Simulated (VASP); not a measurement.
Set up this calculation in VASP 6.6.1, as the native input.

```yaml
Task: single point
Functional: r2SCAN
Potentials_or_basis: VASP PAW PBE potentials, release 64 (Hf_pv, O)
Cutoff: 520 eV
k_mesh: 6 × 6 × 8
Occupations: gaussian, width 0.05 eV
Spin: no spin polarisation
Dipole_correction: no
Further_INCAR_settings: ALGO = Normal; EDIFF = 1e-06; NBANDS = 31
```

The system is HfO2.

```
Hf O
1.0
     0.00000   -2.52916   -2.52916
    -2.52916    0.00000   -2.52916
     2.52916    2.52916   -5.05832
Hf O
2 4
Direct
  0.52421 0.52421 0.50000
  0.97579 0.97579 0.00000
  0.12794 0.12794 0.62500
  0.62206 0.62206 0.12500
  0.37206 0.37206 0.87500
  0.87794 0.87794 0.37500
```

This cell differs from its parent crystal: atoms displaced along a vibrational mode.

The input as run:

POSCAR

```
HfO2
1.0
    0.0000000000     -2.5291609878     -2.5291609878
   -2.5291609878      0.0000000000     -2.5291609878
    2.5291609878      2.5291609878     -5.0583219756
Hf O
2 4
Direct
    0.5242125144      0.5242125144      0.4999998774
   -0.0242125144     -0.0242125144      0.0000001226
    0.1279444336      0.1279444336      0.6250000061
    0.6220555664      0.6220555664      0.1249999939
    0.3720555664      0.3720555664      0.8749999939
    0.8779444336      0.8779444336      0.3750000061
```

INCAR.step1

```
SYSTEM = HfO2
ALGO = Normal
EDIFF = 1E-4
ENCUT = 520
GGA = PE
ISMEAR = 0
LASPH = .TRUE.
LCHARG = .FALSE.
LREAL = .FALSE.
LWAVE = .TRUE.
NBANDS = 31
NELM = 100
PREC = Accurate
SIGMA = 0.05
```

INCAR.step2

```
SYSTEM = HfO2
ALGO = Normal
EDIFF = 1E-6
ENCUT = 520
ISIF = 2
ISMEAR = 0
ISTART = 1
LASPH = .TRUE.
LCHARG = .FALSE.
LMIXTAU = .TRUE.
LREAL = .FALSE.
LWAVE = .FALSE.
METAGGA = R2SCAN
NBANDS = 31
NELM = 100
PREC = Accurate
SIGMA = 0.05
```

KPOINTS

```
k-points
0
G
  6 6 8
  0 0 0
```

Potentials or basis: VASP PAW PBE potentials, release 64 (Hf_pv, O).

Run with:

```bash
$ cat potpaw_PBE.64/Hf_pv/POTCAR potpaw_PBE.64/O/POTCAR > POTCAR
$ cp INCAR.step1 INCAR
$ mpirun -np 1 vasp_std > vasp.out
$ cp INCAR.step2 INCAR
$ mpirun -np 1 vasp_std > vasp.out
```

It gave:

- Pressure: -1.9 GPa
- Largest force: 0.878 eV/Å
- Band gap on the k mesh: 4.44 eV

Caveat: the cell differs from its parent crystal (atoms displaced along a vibrational mode); the PAW data sets were made with another functional, which shifts forces and pressure a little; spin-orbit coupling is left out, which moves the levels of the heavy elements.

Run time: 5 min on 1 thread of Intel(R) Xeon(R) 6975P-C (Granite Rapids), with other jobs on the host, peak memory 0.29 GiB.
